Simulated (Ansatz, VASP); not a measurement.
One calculation of Be, two programs

```
Be
1.0
    -1.26961    1.26961    1.26961
     1.26961   -1.26961    1.26961
     1.26961    1.26961   -1.26961
Be
1
Direct
  0.00000 0.00000 0.00000
```

Change from the starting cell: volume scaled by 1.04, crystal datasets.

Alike in both runs: task electric field gradients; functional PBEsol; k mesh 23 × 23 × 23; occupations fermi-dirac, width 0.03 eV; no spin polarisation.

|  | VASP | Ansatz |
| --- | --- | --- |
| version | VASP 6.6.1 | Ansatz 0.2.0 |
| potentials or method | VASP PAW PBE potentials, release 64 (Be), cutoff 520 eV | all-electron PAW with datasets made for the crystal, scalar-relativistic |

VASP gave:

| Property | Result |
| --- | --- |
| pressure (GPa) | -6.0 |

Which values does Ansatz return?

Pressure (GPa): -6.4.

VASP's potentials were made for PBE, not for PBEsol. Ansatz ran all-electron here, and VASP with PAW potentials.
